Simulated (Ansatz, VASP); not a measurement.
**One calculation of MgF2, two programs**

File POSCAR:

```
MgF2
1.0
    4.6220159946      0.0000000000      0.0000000000
    0.0000000000      4.6220159946      0.0000000000
    0.0000000000      0.0000000000      3.1070339947
Mg F
2 4
Direct
    0.0000000000      0.0000000000      0.0000000000
    0.5000000000      0.5000000000      0.5000000000
    0.3037306658      0.3037306658      0.0000000000
    0.1962693342      0.8037306658      0.5000000000
    0.8037306658      0.1962693342      0.5000000000
    0.6962693342      0.6962693342      0.0000000000
```

The input INCAR.step1:

```
PREC = Accurate
ENCUT = 660
ISMEAR = 0
SIGMA = 0.01
LREAL = False
LASPH = True
NELM = 120
NBANDS = 25
GGA = PE
ALGO = Normal
EDIFF = 1E-5
LWAVE = True
LCHARG = False
GGA_COMPAT = False
```

Contents of INCAR.step2:

```
PREC = Accurate
ENCUT = 660
EDIFF = 1E-6
ISMEAR = 0
SIGMA = 0.01
LREAL = False
LASPH = True
NELM = 120
ALGO = Normal
ISIF = 2
LWAVE = False
LCHARG = False
METAGGA = R2SCAN
LMIXTAU = True
NBANDS = 25
ISTART = 1
GGA_COMPAT = False
```

The input KPOINTS:

```
Automatic mesh
0
Gamma
  6 6 8
```

Input for Ansatz:

```yaml
crystal:
  lattice:
    - [4.6220159946, 0.0, 0.0]
    - [0.0, 4.6220159946, 0.0]
    - [0.0, 0.0, 3.1070339947]
  atoms:
    - { symbol: Mg, position: [0.0, 0.0, 0.0] }
    - { symbol: Mg, position: [0.5, 0.5, 0.5] }
    - { symbol: F, position: [0.3037306658, 0.3037306658, 0.0] }
    - { symbol: F, position: [0.1962693342, 0.8037306658, 0.5] }
    - { symbol: F, position: [0.8037306658, 0.1962693342, 0.5] }
    - { symbol: F, position: [0.6962693342, 0.6962693342, 0.0] }
kpoints:
  mp_grid: { grid: [6, 6, 8] }
  band_path:
    path:
      - [0.0, 0.0, 0.0]
      - [0.0, 0.5, 0.0]
      - [0.5, 0.5, 0.0]
      - [0.0, 0.0, 0.5]
      - [0.0, 0.5, 0.5]
      - [0.5, 0.5, 0.5]
    npoints: 1
hamiltonian:
  xc: r2scan
scf:
  occupations: { method: fixed }
  n_extra_bands: 5
output:
  forces: true
  stress: true
  eigenvalues: true
```

Change from the starting cell: uniaxial_z strain +2.0%.

Alike in both runs: task single point; functional r2SCAN; k mesh 6 × 6 × 8; no spin polarisation.

|  | VASP | Ansatz |
| --- | --- | --- |
| version | VASP 6.6.1 | Ansatz 0.2.0 |
| potentials or method | VASP PAW PBE potentials, release 64 (Mg, F) | plane waves, PAW |
| plane-wave cutoff (eV) | 660 | 500 |
| occupations | gaussian, width 0.01 eV | fixed |
| valence electrons in the cell | 32 | 48 |

```csv
,VASP,Ansatz,Ansatz less VASP
gap on the k mesh at the Fermi level (eV),7.87,7.90,+0.037
pressure (GPa),-3.6,-2.1,+1.44
"traceless stress, the component that is largest in VASP (GPa)",-1.92,-1.80,+0.120
```

VASP's potentials were made for PBE, not for r2SCAN. VASP's potentials hold 32 valence electrons a cell and Ansatz's 48, so a difference there can come from the potentials and not from the codes.
